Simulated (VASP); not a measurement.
CuI:

```
CELL_PARAMETERS angstrom
3.66139 0.00000 0.00000
0.00000 3.66139 0.00000
0.00000 0.00000 3.66139
ATOMIC_POSITIONS crystal
Cu 0.00000 0.00000 0.00000
I 0.50000 0.50000 0.50000
```

```yaml
Program: VASP 6.6.1
Task: relaxation of cell and atoms
Functional: HSE06
Potentials_or_basis: VASP PAW PBE potentials, release 64 (Cu, I)
Cutoff: 600 eV
k_mesh: 4 × 4 × 4
Occupations: fermi-dirac, width 0.02 eV
Spin: no spin polarisation
```

At the start: pressure 1.7 GPa; volume 24.54 Å³/atom.

**Question.** How do energy, volume and symmetry change on relaxing?

**Answer.** Over 4 steps the energy falls by 6.4 meV/atom and the volume is 25.68 Å³/atom (+4.6 %); space group Pm-3m (No. 221, to 0.1 Å) before and after.

The path:
```csv
step,energy change (eV),largest force (eV/Å),pressure (GPa),volume (Å³)
1,0.0000,0.0000,1.72,49.08
2,-0.0123,0.0000,0.29,50.98
3,-0.0127,0.0000,0.03,51.31
4,-0.0127,0.0000,0.02,51.35
```

Final structure:
```
Cu I
1.0
     3.71699    0.00000    0.00000
     0.00000    3.71699    0.00000
     0.00000    0.00000    3.71699
Cu I
1 1
Direct
  0.00000 0.00000 0.00000
  0.50000 0.50000 0.50000
```

Caveat: the k points lie up to 0.42 Å⁻¹ apart in the final cell; the structure was generated, so it needn't be the stable form of CuI; the PAW data sets were made with another functional, which shifts forces and pressure a little.
